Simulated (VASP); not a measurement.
Here is a VASP 6.6.1 calculation.

File INCAR:

```
SYSTEM = NiSb
PREC     = Accurate       ! precision mode
ENCUT    = 520            ! plane-wave cutoff, eV
EDIFF    = 1E-7           ! SCF threshold, eV
ISMEAR   = 0              ! smearing method
SIGMA    = 0.1            ! smearing width, eV
LREAL    = .FALSE.        ! projectors in reciprocal space
LASPH    = .TRUE.         ! aspherical terms in the spheres
NELM     = 100            ! most SCF steps
ALGO     = Normal         ! electronic algorithm
ISIF     = 2              ! what is computed and relaxed
LWAVE    = .FALSE.        ! write WAVECAR
LCHARG   = .TRUE.         ! write CHGCAR
GGA      = PE             ! functional
LELF     = .TRUE.         ! ELF
LVHAR    = .TRUE.       
NBANDS   = 23             ! bands
```

KPOINTS

```
regular mesh
0
G
  12 12 8
  0 0 0
```

The input POSCAR:

```
NiSb
1.0
    4.0150272792      0.0000000000      0.0000000000
   -2.0075136396      3.4771156207      0.0000000000
    0.0000000000      0.0000000000      5.2079101597
Ni Sb
2 2
Direct
    0.0000000000      0.0000000000      0.0000000000
    0.0000000000      0.0000000000      0.5000000000
    0.3333333333      0.6666666667      0.2500000000
    0.6666666667      0.3333333333      0.7500000000
```

Potentials or basis: VASP PAW PBE potentials, release 64 (Ni, Sb).

Launch:

```bash
$ cat potpaw_PBE.64/Ni/POTCAR potpaw_PBE.64/Sb/POTCAR > POTCAR
$ mpirun -np 1 vasp_std > vasp.out
```

Task: Predict the band gap on the k mesh.

Result: Zero (bands 15 and 16 overlap by 3.10 eV).

Task: What does it give for the pressure?

Result: -3.2 GPa.

Stress tensor (GPa, compression positive):
```
-3.27  0.00  0.00
 0.00 -3.27  0.00
 0.00  0.00 -3.11
```

Caveat: the cell stands under tension; spin-orbit coupling is left out, which moves the levels of the heavy elements. Spin polarisation is off, so any magnetic state and its effect on volume and gap are missing.
